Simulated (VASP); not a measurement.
# Mg8O7 (P1) in VASP: further runs

The runs below take Mg8O7 through relaxation of cell and atoms, single point, with PBE.

Program: VASP 6.6.1. These are calculated values, not measurements. Logs are shortened: lines on timing, memory, paths and dates and some standing lists are left out, and cuts for length are marked.

## (1) The cell of the first run

The typed cell holds 15 atoms: a = 6.016 Å, b = 6.016 Å, c = 6.016 Å, α = 60.00°, β = 60.00°, γ = 60.00°.

## (2) Relaxation of cell and atoms, PBE

INCAR reads:

```
ALGO     = Normal         # electronic algorithm
EDIFF    = 1E-6           # SCF threshold, eV
EDIFFG   = -0.04          # ionic threshold
ENCUT    = 600            # plane-wave cutoff, eV
GGA      = PE             # functional
IBRION   = 2              # ionic algorithm
ISIF     = 3              # what is computed and relaxed
ISMEAR   = 0              # smearing method
ISYM     = 0            
LASPH    = True           # aspherical terms in the spheres
LCHARG   = False          # write CHGCAR
LREAL    = Auto         
LWAVE    = False          # write WAVECAR
NELM     = 80             # most SCF steps
NSW      = 70             # ionic steps
PREC     = Accurate       # precision mode
SIGMA    = 0.1            # smearing width, eV
```

KPOINTS reads:

```
k-points
0
Gamma
  3 3 3
```

POSCAR reads:

```
Mg8O7
1.0
   -4.2537045194      4.2537045194      0.0000000000
    0.0000000000      4.2537045194     -4.2537045194
   -4.2537045194      0.0000000000     -4.2537045194
Mg O
8 7
Direct
    0.9956923641      0.0050598592      0.5015946173
    0.0028575665      0.4941410599      0.5054439122
    0.0040693171      0.9993600168      0.0004141930
    0.9973290802      0.4993523819      0.0077494376
    0.5011048450      0.0015493917      0.4943933484
    0.5018569996      0.5009685691      0.4957372155
    0.5089787429      0.9941623886      0.9922957921
    0.5009595615      0.5060374931      0.9946209178
    0.2561292936      0.7502093760      0.7485998690
    0.2480974822      0.2553745754      0.7462064514
    0.2519873922      0.7486008007      0.2495681503
    0.2455813695      0.2464180022      0.2502004233
    0.7512332140      0.7500951007      0.7479953351
    0.7453088240      0.7532673483      0.2512869183
    0.7410710836      0.2544266065      0.2460141554
```

Potentials or basis: VASP PAW PBE potentials, release 64 (Mg, O).

On the command line:

```sh
$ cat potpaw_PBE.64/Mg/POTCAR potpaw_PBE.64/O/POTCAR > POTCAR
$ mpirun -np 1 vasp_std > vasp.out
```

OUTCAR:

```text
EDIFF = 1E-6
   EDIFFG = -0.04
   ENCUT = 600
   GGA = PE
   IBRION = 2
   ISIF = 3
   ISMEAR = 0
   ISYM = 0
   LASPH = True
   LREAL = Auto
   NELM = 80
   NSW = 70
   PREC = Accurate

 ion  position               nearest neighbor table
   1  0.996  0.005  0.502-  12 2.09  13 2.12   9 2.16  11 2.16  15 2.17   7 2.94   4 2.97   2 2.98
                             6 2.98   3 3.01   5 3.01   5 3.01   3 3.01   6 3.04   2 3.04   4 3.04
   2  0.003  0.494  0.505-  10 2.07  13 2.12  12 2.14  11 2.14  14 2.18   1 2.98   3 2.98   5 2.98
                             8 2.98   6 2.99   4 3.00   4 3.02   6 3.02   8 3.04   5 3.04   3 3.04
   3  0.004  0.999  0.000-  11 2.11  10 2.13   9 2.13  15 2.13  14 2.15   2 2.98   8 2.98   7 3.00
                             5 3.00   4 3.01   1 3.01   1 3.01   4 3.01   5 3.02   7 3.02   8 3.04
   4  0.997  0.499  0.008-  12 2.09  14 2.12  15 2.13  10 2.15  13 2.15   9 2.17   7 2.96   6 2.96
                             1 2.97   2 3.00   8 3.01   3 3.01   3 3.01   8 3.01   2 3.02   1 3.04
   5  0.501  0.002  0.494-  14 2.09  15 2.10   9 2.11  12 2.13  13 2.14  10 2.15   2 2.98   8 3.00
                             7 3.00   3 3.00   6 3.01   1 3.01   1 3.01   6 3.01   3 3.02   7 3.02
   6  0.502  0.501  0.496-  14 2.11  11 2.11  15 2.11  10 2.12   9 2.14   4 2.96   1 2.98   2 2.99
                             7 3.00   8 3.00   5 3.01   5 3.01   8 3.01   7 3.02   2 3.02   1 3.04
   7  0.509  0.994  0.992-  13 2.08  14 2.11  11 2.14  10 2.16  12 2.17   1 2.94   8 2.95   4 2.96
                             5 3.00   3 3.00   6 3.00   6 3.02   3 3.02   5 3.02   4 3.06   8 3.06
   8  0.501  0.506  0.995-   9 2.09  15 2.09  13 2.10  11 2.12  12 2.19   7 2.95   3 2.98   2 2.98
                             5 3.00   6 3.00   4 3.01   4 3.01   6 3.01   5 3.02   2 3.04   3 3.04
   9  0.256  0.750  0.749-   8 2.09   5 2.11   3 2.13   6 2.14   1 2.16   4 2.17
  10  0.248  0.255  0.746-   2 2.07   6 2.12   3 2.13   5 2.15   4 2.15   7 2.16
  11  0.252  0.749  0.250-   6 2.11   3 2.11   8 2.12   7 2.14   2 2.14   1 2.16
  12  0.246  0.246  0.250-   4 2.09   1 2.09   5 2.13   2 2.14   7 2.17   8 2.19
  13  0.751  0.750  0.748-   7 2.08   8 2.10   2 2.12   1 2.12   5 2.14   4 2.15
  14  0.745  0.753  0.251-   5 2.09   7 2.11   6 2.11   4 2.12   3 2.15   2 2.18
  15  0.741  0.254  0.246-   8 2.09   5 2.10   6 2.11   3 2.13   4 2.13   1 2.17

IMPORTANT INFORMATION: All symmetrisations will be switched off!
NOSYMM: (Re-)initialisation of all symmetry stuff for point group C_1.

----------------------------------------------------------------------------------------

                                     Primitive cell

  volume of cell :     153.9331

  direct lattice vectors                    reciprocal lattice vectors
    -4.253704519  4.253704519  0.000000000    -0.117544601  0.117544601  0.117544601
     0.000000000  4.253704519 -4.253704519     0.117544601  0.117544601 -0.117544601
    -4.253704519  0.000000000 -4.253704519    -0.117544601 -0.117544601 -0.117544601

  length of vectors
     6.015646622  6.015646622  6.015646622     0.203593221  0.203593221  0.203593221

  position of ions in fractional coordinates (direct lattice)
     0.995692364  0.005059859  0.501594617
     0.002857566  0.494141060  0.505443912
     0.004069317  0.999360017  0.000414193
     0.997329080  0.499352382  0.007749438
     0.501104845  0.001549392  0.494393348
     0.501857000  0.500968569  0.495737216
     0.508978743  0.994162389  0.992295792
     0.500959561  0.506037493  0.994620918
     0.256129294  0.750209376  0.748599869
     0.248097482  0.255374575  0.746206451
     0.251987392  0.748600801  0.249568150
     0.245581370  0.246418002  0.250200423
     0.751233214  0.750095101  0.747995335
     0.745308824  0.753267348  0.251286918
     0.741071084  0.254426606  0.246014155

  ion indices of the primitive-cell ions
   primitive index   ion index
                 1           1
                 2           2
                 3           3
                 4           4
[... 47 lines left out ...]
   ISPIN  =      1    spin polarized calculation?
   LNONCOLLINEAR =      F non collinear calculations
   LSORBIT =      F    spin-orbit coupling
   LASPH  =      T    aspherical Exc in radial PAW
   ENCUT  =  600.0 eV  44.10 Ry    6.64 a.u.  12.01 12.01 12.01*2*pi/ulx,y,z
   NELM   =     80;   NELMIN=  2; NELMDL= -5     # of ELM steps
   EDIFF  = 0.1E-05   stopping-criterion for ELM
   LREAL  =      T    real-space projection
   EDIFFG = -.4E-01   stopping-criterion for IOM
   NSW    =     70    number of steps for IOM
   IBRION =      2    ionic relax: 0-MD 1-quasi-New 2-CG
   NFREE  =      1    steps in history (QN), initial steepest desc. (CG)
   ISIF   =      3    stress and relaxation
   ISYM   =      0    0-nonsym 1-usesym 2-fastsym
   POTIM  = 0.5000    time-step for ionic-motion
   TEBEG  =    0.0;   TEEND  =   0.0 temperature during run
   PSTRESS=    0.0 pullay stress
   NELECT =      58.0000    total number of electrons
   NUPDOWN=      -1.0000    fix difference up-down
   EMIN   =  10.00;   EMAX   =-10.00  energy-range for DOS
   EFERMI =   0.00;   METHOD = LEGACY
   ISMEAR =     0;   SIGMA  =   0.10  broadening in eV -4-tet -1-fermi 0-gaus
   EFERMI_NEDOS =   21; number of points for ismear=-14 and -15
   IALGO  =     38    algorithm
   IMIX   =      4    mixing-type and parameters
     AMIX     =   0.40;   BMIX     =  1.00
     AMIX_MAG =   1.60;   BMIX_MAG =  1.00
  volume/ion in A,a.u.               =      10.26        69.25
  Fermi-wavevector in a.u.,A,eV,Ry     =   1.182425  2.234459 19.022690  1.398128
  Thomas-Fermi vector in A             =   2.318679
   LORBIT       =      0    0 simple, 1 ext, 2 COOP (PROOUT), +10 PAW based schemes
   GGA     = PE    functional components
   LHFCALC =     F    Hartree Fock is set to
   AEXX    =    0.0000 exact exchange contribution
   IVDW    =     0    specifies the selected vdW correction
   LEPSILON=     F    determine dielectric tensor
   LRPA    =     F    only Hartree local field effects (RPA)
 conjugate gradient relaxation of ions
 non-spin polarized calculation
 Gauss-broadening in eV      SIGMA  =   0.10
  energy-cutoff  :      600.00
  volume of cell :      153.93
 maximum number of plane-waves:      5157
   NGX = 25   NGY = 25   NGZ = 25

--------------------------------------- Ionic step        1  -------------------------------------------

 number of electron      58.0000003 magnetization

 Free energy of the ion-electron system (eV)
  ---------------------------------------------------
  ext. energy  EPLUGINS =         0.00000000
  ---------------------------------------------------
  free energy    TOTEN  =       -83.59870744 eV

  energy without entropy =      -83.59870744  energy(sigma->0) =      -83.59870744

------------------------ aborting loop because EDIFF is reached ----------------------------------------

  FORCE on cell =-STRESS in cart. coord.  units (eV):
  Direction    XX          YY          ZZ          XY          YZ          ZX
  --------------------------------------------------------------------------------------
  -------------------------------------------------------------------------------------
  Total        1.3738705      1.0704997      1.0452928      0.0149177     -0.0577613      0.0011181
  in kB       14.2996181     11.1420518     10.8796914      0.1552670     -0.6011954      0.0116377
  external PRESSURE =      12.1071205 kB  Pullay stress =       0.0000000 kB
[... 328 lines left out ...]
  energy  without entropy=      -83.6884448560  energy(sigma->0) =      -83.68844486

--------------------------------------- Ionic step        8  -------------------------------------------

 number of electron      58.0000017 magnetization

 Free energy of the ion-electron system (eV)
  ---------------------------------------------------
  ext. energy  EPLUGINS =         0.00000000
  ---------------------------------------------------
  free energy    TOTEN  =       -83.68914222 eV

  energy without entropy =      -83.68914222  energy(sigma->0) =      -83.68914222

 E-fermi :   5.8478     XC(G=0): -10.6743

 val. band max:        5.3846377323   @ k =  -0.3333   0.3333   0.0000
 cond. band min:       8.1441479909   @ k =   0.0000   0.0000   0.0000
 fundamental gap:      2.7595102586
 Fermi energy:         5.8477860040

 k-point     1 :       0.0000    0.0000    0.0000
  band No.  band energies     occupation
      1     -14.4155      2.00000
      2     -13.3497      2.00000
      3     -13.3490      2.00000
      4     -13.3489      2.00000
      5     -13.2790      2.00000
      6     -13.1059      2.00000
[... 591 lines left out ...]
  FREE ENERGIE OF THE ION-ELECTRON SYSTEM (eV)
  ---------------------------------------------------
  free  energy   TOTEN  =       -83.6891422209 eV

  energy  without entropy=      -83.6891422209  energy(sigma->0) =      -83.68914222

 reached required accuracy - stopping structural energy minimisation
```

Wall time 23 min (1 thread of Intel Xeon 8259CL, shared host); peak memory 0.37 GiB.

Results:

| Property | Result |
| --- | --- |
| Free energy | -83.6891 eV |
| Relaxed volume | 10.35 Å³/atom |
| Relaxed cell | a = 6.033 Å, b = 6.031 Å, c = 6.033 Å, α = 60.01°, β = 59.98°, γ = 60.01° |
| Space group after relaxing (to 0.1 Å) | Fm-3m (No. 225) |
| Energy gained by relaxing | 6.0 meV/atom |
| Ionic steps | 8 |
| Pressure after relaxing | 0.0 GPa |
| Largest force after relaxing | 0.016 eV/Å |
| Band gap on the k mesh | 2.76 eV (least direct gap 3.16 eV) |

Forces in eV/Å, atoms in the order of the input:
```
Mg   0.006 -0.001  0.009
Mg  -0.004  0.010 -0.003
Mg   0.010 -0.004 -0.007
Mg   0.004  0.000  0.000
Mg  -0.015  0.006  0.000
Mg  -0.008  0.002  0.003
Mg  -0.012 -0.007  0.006
Mg  -0.007  0.007 -0.009
O   -0.008 -0.003 -0.002
O    0.006 -0.002 -0.009
O    0.015 -0.002  0.006
O    0.012 -0.001  0.004
O    0.000 -0.011  0.000
O    0.001  0.004 -0.001
O   -0.001  0.003  0.003
```

The path:
```csv
step,energy change (eV),largest force (eV/Å),pressure (GPa),volume (Å³)
1,0.0000,0.6450,1.21,153.93
2,-0.0680,0.2235,-0.28,155.67
3,-0.0725,0.1999,-0.73,156.25
4,-0.0850,0.1141,-0.04,155.39
5,-0.0867,0.1164,0.32,154.96
6,-0.0896,0.0475,-0.06,155.28
7,-0.0897,0.0608,-0.12,155.36
8,-0.0904,0.0159,0.02,155.23
```

Final structure:
```xyz
15
Lattice="-4.2673 4.2647 -0.0002 -0.0001 4.2648 -4.2648 -4.2676 -0.0001 -4.2650" Properties=species:S:1:pos:R:3 pbc="T T T"
Mg   -2.1299    4.2676   -6.3891
Mg   -2.1290    2.1415   -4.2626
Mg   -4.2738    4.2682   -8.5269
Mg   -4.2634    2.1352   -6.3951
Mg   -4.2616    2.1352   -2.1298
Mg   -4.2527    4.2677   -4.2625
Mg   -6.3958    2.1294   -4.2629
Mg   -6.3965    4.2677   -6.4010
O    -4.2626    4.2681   -6.3949
O    -4.2639    2.1356   -4.2618
O    -2.1306    4.2682   -4.2628
O    -2.1302    2.1357   -2.1305
O    -6.3965    6.4013   -6.3949
O    -4.2630    6.4002   -4.2621
O    -4.2628    4.2679   -2.1300
```

Caveat: the k points lie up to 0.43 Å⁻¹ apart in the final cell.

## (3) Relaxation of cell and atoms, PBE

INCAR reads:

```
SYSTEM = Mg8O7
  PREC = Accurate
  ENCUT = 600
  EDIFF = 1E-6
  ISMEAR = 0
  SIGMA = 0.1
  LREAL = Auto
  LASPH = .TRUE.
  NELM = 60
  ALGO = Normal
  ISIF = 3
  LWAVE = .FALSE.
  LCHARG = .FALSE.
  GGA = PE
  IBRION = 2
  NSW = 70
  EDIFFG = -0.04
  ISYM = 0
```

KPOINTS reads:

```
Automatic mesh
0
G
  3 3 3
  0 0 0
```

POSCAR reads:

```
Mg8O7
1.0
   -4.2537045194      4.2537045194      0.0000000000
    0.0000000000      4.2537045194     -4.2537045194
   -4.2537045194      0.0000000000     -4.2537045194
Mg O
8 7
Direct
    0.0069414203      0.9955806153      0.5026591820
    0.0053564672      0.4965354223      0.4999742202
    0.9998566330      0.9992458467      0.0073020388
    0.9957730432      0.5036855843      0.9970278371
    0.4956100426      0.0064913985      0.5047007917
    0.5024709089      0.5034252314      0.4963254461
    0.4975361129      0.0051554928      0.0028375584
    0.4966366456      0.4931098397      0.0043445580
    0.2433781722      0.7544945248      0.7475171439
    0.2556230354      0.2374424500      0.7551502300
    0.2476223300      0.7521354521      0.2440737486
    0.7513808114      0.7441113361      0.7530522353
    0.7427009689      0.2524062572      0.7567491260
    0.7495242097      0.7493276064      0.2522385448
    0.7504348314      0.2485658085      0.2520998232
```

Potentials or basis: VASP PAW PBE potentials, release 64 (Mg, O).

On the command line:

```sh
$ cat potpaw_PBE.64/Mg/POTCAR potpaw_PBE.64/O/POTCAR > POTCAR
$ mpirun -np 1 vasp_std > vasp.out
```

It took 24 min on 1 thread of Intel Xeon 8259CL, shared host; peak memory 0.38 GiB.

It converged, with:

| Quantity | Value |
| --- | --- |
| Free energy | -83.6890 eV |
| Relaxed volume | 10.35 Å³/atom |
| Relaxed cell | a = 6.033 Å, b = 6.031 Å, c = 6.034 Å, α = 60.01°, β = 59.97°, γ = 60.01° |
| Space group after relaxing (to 0.1 Å) | Fm-3m (No. 225) |
| Energy gained by relaxing | 8.0 meV/atom |
| Ionic steps | 8 |
| Pressure after relaxing | 0.0 GPa |
| Largest force after relaxing | 0.026 eV/Å |
| Band gap on the k mesh | 2.76 eV (least direct gap 3.15 eV) |

Forces on the atoms (eV/Å):
```
Mg  -0.004 -0.006  0.005
Mg  -0.005  0.008 -0.013
Mg  -0.012  0.018  0.004
Mg  -0.016  0.002  0.003
Mg   0.022 -0.001 -0.013
Mg  -0.004 -0.004 -0.002
Mg   0.013 -0.002  0.001
Mg  -0.002  0.011 -0.003
O    0.007 -0.007  0.009
O   -0.001  0.003  0.006
O    0.000 -0.005 -0.005
O   -0.011  0.004  0.010
O    0.008 -0.006 -0.004
O   -0.002 -0.010  0.003
O    0.008 -0.004 -0.001
```

Step by step:
```csv
step,energy change (eV),largest force (eV/Å),pressure (GPa),volume (Å³)
1,0.0000,0.7268,1.15,153.93
2,-0.0965,0.2395,-0.19,155.58
3,-0.1012,0.2560,-0.52,156.04
4,-0.1142,0.1204,-0.07,155.43
5,-0.1163,0.1179,0.21,155.06
6,-0.1186,0.0575,-0.04,155.28
7,-0.1187,0.0581,-0.09,155.34
8,-0.1195,0.0255,0.03,155.24
```

Final structure:
```xyz
15
Lattice="-4.2679 4.2645 -0.0002 -0.0001 4.2646 -4.2646 -4.2682 0.0000 -4.2648" Properties=species:S:1:pos:R:3 pbc="T T T"
Mg   -6.4067    8.5186   -6.4024
Mg   -6.4070    6.3912   -4.2747
Mg   -4.2720    8.5228   -4.2703
Mg   -4.2611    6.3918   -2.1372
Mg   -4.2854    6.3919   -6.4015
Mg   -4.2722    4.2598   -4.2696
Mg   -2.1394    6.3919   -4.2633
Mg   -2.1383    4.2645   -2.1372
O    -4.2735    4.2602   -6.4029
O    -4.2728    2.1272   -4.2708
O    -2.1392    4.2599   -4.2696
O    -6.4061    6.3914   -6.4031
O    -6.4074    4.2601   -4.2697
O    -4.2728    6.3928   -4.2702
O    -4.2738    4.2601   -2.1379
```

Levels at points of the mesh, in eV from the valence-band top:
| k point | band 27 | band 28 | band 29 | band 30 | band 31 | band 32 |
| --- | --- | --- | --- | --- | --- | --- |
| (0.00, 0.00, 0.00) | -3.02 | -3.02 | -2.06 | 2.76 | 4.86 | 4.86 |

Caveat: the k points lie up to 0.43 Å⁻¹ apart in the final cell. A k mesh can miss the band edges.

## (4) Single point, PBE (atoms taken out)

INCAR reads:

```
ALGO = Normal
EDIFF = 1E-6
ENCUT = 520
GGA = PE
ISIF = 2
ISMEAR = 0
LASPH = True
LCHARG = True
LELF = True
LREAL = Auto
LVHAR = True
LWAVE = False
NBANDS = 42
NELM = 80
PREC = Accurate
SIGMA = 0.02
```

KPOINTS reads:

```
k-points
0
Gamma
  5 5 5
```

POSCAR reads:

```
Mg8O7
1.0
   -4.2751720000      4.2750810000      0.0011770000
    0.0009000000      4.2748030000     -4.2746670000
   -4.2757640000     -0.0017700000     -4.2755370000
Mg O
8 7
Direct
    0.0010498723      0.9997291667      0.4980410630
    0.0011322785      0.5013607268      0.4979618811
    0.0010332720      0.9997299423      0.9996872242
    0.0001812218      0.5005965048      0.9988642089
    0.5002447731      0.0006138905      0.4987053424
    0.4993771824      0.5014833981      0.4978969905
    0.4993960356      0.9996541658      0.9995784967
    0.4992750085      0.5014828482      0.9997075034
    0.2501163574      0.7505865784      0.7488595832
    0.2501244409      0.2506191521      0.7488009577
    0.2500900445      0.7506617774      0.2487962225
    0.2501152524      0.2505840120      0.2488134078
    0.7500657981      0.7506024250      0.7487882204
    0.7500730798      0.7506146330      0.2488017826
    0.7499825186      0.2507037489      0.2488178522
```

On the command line:

```sh
$ cat potpaw_PBE.64/Mg/POTCAR potpaw_PBE.64/O/POTCAR > POTCAR
$ mpirun -np 1 vasp_std > vasp.out
```

Wall time 26 min (1 thread of Intel Xeon 8259CL, shared host); peak memory 0.47 GiB.

Results (log left out):

```
Free energy            : -83.6677 eV
Pressure               : -0.7 GPa
Largest force          : 0.027 eV/Å
Band gap on the k mesh : 2.43 eV (least direct gap 2.69 eV)
```

Forces on the atoms (eV/Å):
```
Mg   0.005  0.000  0.027
Mg   0.004  0.024 -0.003
Mg  -0.021  0.000 -0.002
Mg   0.002 -0.002  0.003
Mg  -0.001 -0.004 -0.003
Mg   0.025 -0.004 -0.002
Mg   0.002 -0.023 -0.007
Mg   0.002 -0.001 -0.020
O    0.000  0.001  0.001
O   -0.001  0.000  0.000
O   -0.002 -0.001  0.000
O   -0.001  0.001  0.000
O   -0.004  0.003  0.001
O   -0.004  0.003  0.001
O   -0.006  0.002  0.004
```

Stress tensor (GPa, compression positive):
```
-0.71 -0.06  0.00
-0.06 -0.70 -0.07
 0.00 -0.07 -0.70
```

Levels at points of the mesh, in eV from the valence-band top:
| k point | band 27 | band 28 | band 29 | band 30 | band 31 | band 32 |
| --- | --- | --- | --- | --- | --- | --- |
| (0.00, 0.00, 0.00) | -3.12 | -3.12 | -2.18 | 2.60 | 4.71 | 4.71 |

Caveat: the cell differs from its parent crystal (atoms taken out).

## (5) Summary

| task | cell | k mesh | cutoff (eV) | smearing | gap on the mesh (eV) | pressure (GPa) | relaxed volume (Å³/atom) | largest force (eV/Å) |
| --- | --- | --- | --- | --- | --- | --- | --- | --- |
| relaxation of cell and atoms | relaxed from a = 6.016 Å, angles 60.0°, 15 atoms, atomic positions A | 3 × 3 × 3 | 600 | gaussian 0.1 eV | 2.76 | 0.0 | 10.35 | 0.02 |
| relaxation of cell and atoms | relaxed from a = 6.016 Å, angles 60.0°, 15 atoms, atomic positions B | 3 × 3 × 3 | 600 | gaussian 0.1 eV | 2.76 | 0.0 | 10.35 | 0.03 |
| single point | a = 6.046, b = 6.045, c = 6.047 Å, angles 60.0°, 15 atoms, atomic positions C | 5 × 5 × 5 | 520 | gaussian 0.02 eV | 2.43 | -0.7 | - | 0.03 |

Alike in all rows: level PBE; potentials or basis VASP PAW PBE potentials, release 64 (Mg, O); no spin polarisation.

Caveats: some runs use coarse meshes.

Total energies depend on the potentials used, so only differences within one code and one set of settings carry meaning.
